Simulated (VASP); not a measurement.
# CeO2 (Fm-3m) in VASP: single point with r2SCAN+U

Aim: the single point of CeO2 with r2SCAN+U.

Program: VASP 6.6.1. These are calculated values, not measurements. Logs are shortened: lines on timing, memory, paths and dates and some standing lists are left out, and cuts for length are marked.

**1. The cell of the first run**

Symmetry: Fm-3m, No. 225, cubic system. The conventional cell has a = 5.452 Å, b = 5.452 Å, c = 5.452 Å, α = 90.00°, β = 90.00°, γ = 90.00°. Within 3.1 Å of Ce (site symmetry m-3m) lie 8 O at 2.36 Å. O (site symmetry -43m) has 4 Ce at 2.36 Å and 6 O at 2.73 Å within 3.1 Å.

**2. Single point, r2SCAN+U, collinear spin, ferromagnetic start**

POSCAR

```
CeO2
1.0
    0.0000000000      2.7260317082      2.7260317082
    2.7260317082      0.0000000000      2.7260317082
    2.7260317082      2.7260317082      0.0000000000
Ce O
1 2
Direct
    0.0000000000      0.0000000000      0.0000000000
    0.7500000000      0.7500000000      0.7500000000
    0.2500000000      0.2500000000      0.2500000000
```

INCAR.step1

```
PREC = Accurate
ENCUT = 520
ISMEAR = -1
SIGMA = 0.05
LREAL = False
LASPH = True
NELM = 150
ISPIN = 2
MAGMOM = 1 0 0
LMAXMIX = 6
LDAU = True
LDAUTYPE = 2
LDAUL = 3 -1
LDAUU = 7 0
LDAUJ = 0 0
NBANDS = 23
GGA = PE
ALGO = Normal
EDIFF = 1E-4
LWAVE = True
LCHARG = False
```

INCAR.step2

```
PREC = Accurate
ENCUT = 520
EDIFF = 1E-6
ISMEAR = -1
SIGMA = 0.05
LREAL = False
LASPH = True
NELM = 150
ALGO = Normal
ISIF = 2
LWAVE = False
LCHARG = True
ISPIN = 2
MAGMOM = 1 0 0
LORBIT = 11
LMAXMIX = 6
LDAU = True
LDAUTYPE = 2
LDAUL = 3 -1
LDAUU = 7 0
LDAUJ = 0 0
LDAUPRINT = 1
METAGGA = R2SCAN
LMIXTAU = True
LELF = True
LVHAR = True
NBANDS = 23
ISTART = 1
```

KPOINTS

```
regular mesh
0
Gamma
  9 9 9
```

Potentials or basis: VASP PAW PBE potentials, release 64 (Ce, O).

On the command line:

```sh
$ cat potpaw_PBE.64/Ce/POTCAR potpaw_PBE.64/O/POTCAR > POTCAR
$ cp INCAR.step1 INCAR
$ mpirun -np 1 vasp_std > vasp.out
$ cp INCAR.step2 INCAR
$ mpirun -np 1 vasp_std > vasp.out
```

OUTCAR:

```text
PREC = Accurate
   ENCUT = 520
   EDIFF = 1E-6
   ISMEAR = -1
   LREAL = False
   LASPH = True
   NELM = 150
   ISIF = 2
   ISPIN = 2
   LORBIT = 11
   METAGGA = R2SCAN
   ISTART = 1

 ion  position               nearest neighbor table
   1  0.000  0.000  0.000-   2 2.36   2 2.36   2 2.36   2 2.36   3 2.36   3 2.36   3 2.36   3 2.36

   2  0.750  0.750  0.750-   1 2.36   1 2.36   1 2.36   1 2.36
   3  0.250  0.250  0.250-   1 2.36   1 2.36   1 2.36   1 2.36

  LATTYP: Found a face centered cubic cell.
 ALAT       =     5.4520634164

  Lattice vectors:

 A1 = (   0.0000000000,   2.7260317082,   2.7260317082)
 A2 = (   2.7260317082,   0.0000000000,   2.7260317082)
 A3 = (   2.7260317082,   2.7260317082,   0.0000000000)

Analysis of symmetry for initial positions (statically):
=====================================================================
 Subroutine PRICEL returns:
 Original cell was already a primitive cell.

 Routine SETGRP: Setting up the symmetry group for a
 face centered cubic supercell.

 Subroutine GETGRP returns: Found 48 space group operations
 (whereof 48 operations were pure point group operations)
 out of a pool of 48 trial point group operations.

The static configuration has the point symmetry O_h .

Analysis of symmetry for dynamics (positions and initial velocities):
=====================================================================
 Subroutine PRICEL returns:
 Original cell was already a primitive cell.

 Routine SETGRP: Setting up the symmetry group for a
 face centered cubic supercell.

 Subroutine GETGRP returns: Found 48 space group operations
 (whereof 48 operations were pure point group operations)
 out of a pool of 48 trial point group operations.

The dynamic configuration has the point symmetry O_h .

Analysis of structural, dynamic, and magnetic symmetry:
=====================================================================
 Subroutine PRICEL returns:
 Original cell was already a primitive cell.

 Routine SETGRP: Setting up the symmetry group for a
 face centered cubic supercell.

 Subroutine GETGRP returns: Found 48 space group operations
 (whereof 48 operations were pure point group operations)
 out of a pool of 48 trial point group operations.

The overall configuration has the point symmetry O_h .

 Subroutine INISYM returns: Found 48 space group operations
 (whereof 48 operations are pure point group operations),
 and found     1 'primitive' translations

----------------------------------------------------------------------------------------

                                     Primitive cell

  volume of cell :      40.5156

  direct lattice vectors                    reciprocal lattice vectors
     0.000000000  2.726031708  2.726031708    -0.183416795  0.183416795  0.183416795
     2.726031708  0.000000000  2.726031708     0.183416795 -0.183416795  0.183416795
[... 123 lines left out ...]
  energy-cutoff  :      520.00
  volume of cell :       40.52
 maximum number of plane-waves:      1113
 NGX is ok and might be reduce to    30
   NGX = 15   NGY = 15   NGZ = 15

 number of electron      23.9999991 magnetization      -0.0000000

atom =   1  type =  1  l = 3

 onsite density matrix

spin component  1

  0.0310 -0.0000  0.0085 -0.0000  0.0000 -0.0000  0.0000
 -0.0000  0.1175 -0.0000 -0.0000 -0.0000  0.0000 -0.0000
  0.0085 -0.0000  0.0266  0.0000  0.0000 -0.0000 -0.0000
 -0.0000 -0.0000  0.0000  0.0376  0.0000  0.0000  0.0000
  0.0000 -0.0000  0.0000  0.0000  0.0266  0.0000 -0.0085
 -0.0000  0.0000 -0.0000  0.0000  0.0000  0.0201 -0.0000
  0.0000 -0.0000 -0.0000  0.0000 -0.0085 -0.0000  0.0310

spin component  2

  0.0310 -0.0000  0.0085 -0.0000  0.0000 -0.0000  0.0000
 -0.0000  0.1176 -0.0000 -0.0000 -0.0000  0.0000 -0.0000
  0.0085 -0.0000  0.0266  0.0000  0.0000 -0.0000 -0.0000
 -0.0000 -0.0000  0.0000  0.0376  0.0000  0.0000  0.0000
  0.0000 -0.0000  0.0000  0.0000  0.0266  0.0000 -0.0085
 -0.0000  0.0000 -0.0000  0.0000  0.0000  0.0201 -0.0000
  0.0000 -0.0000 -0.0000  0.0000 -0.0085 -0.0000  0.0310

 occupancies and eigenvectors

  o =  0.0201  v = -0.0503  0.0000  0.0649  0.0000  0.7879 -0.0009  0.6103  0.0000  0.0000  0.0000  0.0000  0.0000  0.0000  0.0000      0.0000  0.0000  0.0000  0.0000  0.0000  0.0000  0.0000  0.0000  0.0000  0.0000  0.0000  0.0000  0.0000  0.0000
  o =  0.0201  v = -0.6103  0.0000  0.7879 -0.0000 -0.0649  0.0024 -0.0503  0.0000  0.0000  0.0000  0.0000  0.0000  0.0000  0.0000      0.0000  0.0000  0.0000  0.0000  0.0000  0.0000  0.0000  0.0000  0.0000  0.0000  0.0000  0.0000  0.0000  0.0000
  o =  0.0201  v =  0.0014 -0.0000 -0.0018 -0.0000  0.0009  1.0000  0.0007  0.0000  0.0000  0.0000  0.0000  0.0000  0.0000  0.0000      0.0000  0.0000  0.0000  0.0000  0.0000  0.0000  0.0000  0.0000  0.0000  0.0000  0.0000  0.0000  0.0000  0.0000
  o =  0.0201  v =  0.0000  0.0000  0.0000  0.0000  0.0000  0.0000  0.0000  0.0517 -0.0000 -0.0667  0.0000 -0.7877  0.0130 -0.6101      0.0000  0.0000  0.0000  0.0000  0.0000  0.0000  0.0000  0.0000  0.0000  0.0000  0.0000  0.0000  0.0000  0.0000
  o =  0.0201  v =  0.0000  0.0000  0.0000  0.0000  0.0000  0.0000  0.0000  0.6102  0.0000 -0.7877  0.0000  0.0667 -0.0040  0.0517      0.0000  0.0000  0.0000  0.0000  0.0000  0.0000  0.0000  0.0000  0.0000  0.0000  0.0000  0.0000  0.0000  0.0000
  o =  0.0201  v =  0.0000  0.0000  0.0000  0.0000  0.0000  0.0000  0.0000  0.0018  0.0000 -0.0023 -0.0000  0.0105  0.9999  0.0081      0.0000  0.0000  0.0000  0.0000  0.0000  0.0000  0.0000  0.0000  0.0000  0.0000  0.0000  0.0000  0.0000  0.0000
  o =  0.0376  v =  0.0000  0.0000  0.0000  0.9994 -0.0206  0.0000  0.0266  0.0000  0.0000  0.0000  0.0000  0.0000  0.0000  0.0000      0.0000  0.0000  0.0000  0.0000  0.0000  0.0000  0.0000  0.0000  0.0000  0.0000  0.0000  0.0000  0.0000  0.0000
  o =  0.0376  v =  0.0024 -0.0000  0.0018 -0.0336 -0.6120 -0.0000  0.7901  0.0000  0.0000  0.0000  0.0000  0.0000  0.0000  0.0000      0.0000  0.0000  0.0000  0.0000  0.0000  0.0000  0.0000  0.0000  0.0000  0.0000  0.0000  0.0000  0.0000  0.0000
  o =  0.0376  v =  0.7906  0.0000  0.6124  0.0001  0.0018 -0.0000 -0.0024  0.0000  0.0000  0.0000  0.0000  0.0000  0.0000  0.0000      0.0000  0.0000  0.0000  0.0000  0.0000  0.0000  0.0000  0.0000  0.0000  0.0000  0.0000  0.0000  0.0000  0.0000
  o =  0.0376  v =  0.0000  0.0000  0.0000  0.0000  0.0000  0.0000  0.0000  0.0025 -0.0000  0.0019  0.0390 -0.6119 -0.0000  0.7900      0.0000  0.0000  0.0000  0.0000  0.0000  0.0000  0.0000  0.0000  0.0000  0.0000  0.0000  0.0000  0.0000  0.0000
  o =  0.0376  v =  0.0000  0.0000  0.0000  0.0000  0.0000  0.0000  0.0000  0.0001 -0.0000  0.0001 -0.9992 -0.0239 -0.0000  0.0308      0.0000  0.0000  0.0000  0.0000  0.0000  0.0000  0.0000  0.0000  0.0000  0.0000  0.0000  0.0000  0.0000  0.0000
  o =  0.0376  v =  0.0000  0.0000  0.0000  0.0000  0.0000  0.0000  0.0000  0.7906  0.0000  0.6124  0.0000  0.0019 -0.0000 -0.0025      0.0000  0.0000  0.0000  0.0000  0.0000  0.0000  0.0000  0.0000  0.0000  0.0000  0.0000  0.0000  0.0000  0.0000
  o =  0.1175  v = -0.0000  1.0000 -0.0000 -0.0000 -0.0000 -0.0000  0.0000  0.0000  0.0000  0.0000  0.0000  0.0000  0.0000  0.0000      0.0000  0.0000  0.0000  0.0000  0.0000  0.0000  0.0000  0.0000  0.0000  0.0000  0.0000  0.0000  0.0000  0.0000
  o =  0.1176  v =  0.0000  0.0000  0.0000  0.0000  0.0000  0.0000  0.0000  0.0000 -1.0000  0.0000  0.0000  0.0000  0.0000  0.0000      0.0000  0.0000  0.0000  0.0000  0.0000  0.0000  0.0000  0.0000  0.0000  0.0000  0.0000  0.0000  0.0000  0.0000

 number of electron      23.9999991 magnetization       0.0000000

 Free energy of the ion-electron system (eV)
  ---------------------------------------------------
  ext. energy  EPLUGINS =         0.00000000
  ---------------------------------------------------
  free energy    TOTEN  =       -51.65341404 eV

  energy without entropy =      -51.65341404  energy(sigma->0) =      -51.65341404

 E-fermi :   6.4018     XC(G=0): -11.9485

 val. band max:        5.2720140008   @ k =  -0.2222   0.2222   0.0000
 cond. band min:       8.2402738014   @ k =   0.4444   0.0000   0.0000
 fundamental gap:      2.9682598006
 Fermi energy:         6.4018019190

 spin component 1

 k-point     1 :       0.0000    0.0000    0.0000
  band No.  band energies     occupation
      1     -29.7578      1.00000
      2     -12.1129      1.00000
      3     -11.2172      1.00000
      4     -11.2172      1.00000
      5     -11.2172      1.00000
      6     -11.0425      1.00000
[... 1241 lines left out ...]
     22      13.4401      0.00000
     23      15.4408      0.00000

 [... further k-points ...]

------------------------ aborting loop because EDIFF is reached ----------------------------------------

  FORCE on cell =-STRESS in cart. coord.  units (eV):
  Direction    XX          YY          ZZ          XY          YZ          ZX
  --------------------------------------------------------------------------------------
  -------------------------------------------------------------------------------------
  Total        1.0704654      1.0704654      1.0704654      0.0000000      0.0000000      0.0000000
  in kB       42.3311927     42.3311927     42.3311927      0.0000000      0.0000000      0.0000000
  external PRESSURE =      42.3311927 kB  Pullay stress =       0.0000000 kB

 VOLUME and BASIS-vectors are now :
 -----------------------------------------------------------------------------
  energy-cutoff  :      520.00
  volume of cell :       40.52
      direct lattice vectors                 reciprocal lattice vectors
     0.000000000  2.726031708  2.726031708    -0.183416795  0.183416795  0.183416795
     2.726031708  0.000000000  2.726031708     0.183416795 -0.183416795  0.183416795
     2.726031708  2.726031708  0.000000000     0.183416795  0.183416795 -0.183416795

 POSITION                                       TOTAL-FORCE (eV/Angst)
 -----------------------------------------------------------------------------------
      0.00000      0.00000      0.00000         0.000000     -0.000000      0.000000
      4.08905      4.08905      4.08905         0.000000      0.000000      0.000000
      1.36302      1.36302      1.36302        -0.000000     -0.000000     -0.000000
 -----------------------------------------------------------------------------------
    total drift:                                0.000000     -0.000000      0.000000

  FREE ENERGIE OF THE ION-ELECTRON SYSTEM (eV)
  ---------------------------------------------------
  free  energy   TOTEN  =       -51.6534140415 eV

  energy  without entropy=      -51.6534140414  energy(sigma->0) =      -51.65341404

 total charge

# of ion       s       p       d       f       tot
--------------------------------------------------
    1        2.052   5.860   0.941   0.572   9.424
    2        1.576   3.498   0.000   0.000   5.074
    3        1.576   3.498   0.000   0.000   5.074
--------------------------------------------------
tot          5.204  12.855   0.941   0.572  19.572

 magnetization (x)

# of ion       s       p       d       f       tot
--------------------------------------------------
    1       -0.000   0.000   0.000   0.000   0.000
    2       -0.000  -0.000   0.000   0.000  -0.000
    3       -0.000  -0.000   0.000   0.000  -0.000
--------------------------------------------------
tot         -0.000  -0.000   0.000   0.000  -0.000
```

Wall time 9.6 min (1 thread of Oxide Virtual Turin-like, shared host); peak memory 0.21 GiB.

Results:

```
Free energy                                           : -51.6534 eV
Pressure                                              : 4.2 GPa
Band gap on the k mesh                                : 2.97 eV (least direct gap 3.18 eV)
Net moment                                            : 0.00 μB per cell
Valence electrons inside the program's atomic spheres : Ce 9.42; O 5.07
```

Levels at points of the mesh, in eV from the valence-band top:
Spin up:
```csv
k point,band 9,band 10,band 11,band 12,band 13,band 14,band 15,band 16
"(0.00, 0.00, 0.00)",-4.06,-0.39,-0.39,-0.39,3.08,3.60,3.60,3.60
```
Spin down:
```csv
k point,band 10,band 11,band 12,band 13,band 14,band 15
"(0.00, 0.00, 0.00)",-0.39,-0.39,-0.39,3.08,3.60,3.60
```

Eigenvalues of the final occupation matrices:
```
    site  spin  trace                         eigenvalues
site 1 f     1   0.29  0.02 0.02 0.02 0.04 0.04 0.04 0.12
site 1 f     2   0.29  0.02 0.02 0.02 0.04 0.04 0.04 0.12
```

Caveat: the magnetic or orbital state may not be the lowest; the cell stands under pressure; the moments typed at the start vanished in this run; the PAW data sets were made with another functional, which shifts forces and pressure a little; spin-orbit coupling is left out, which moves the levels of the heavy elements; an odd mesh through Γ misses points on the zone boundary, where band edges can lie.
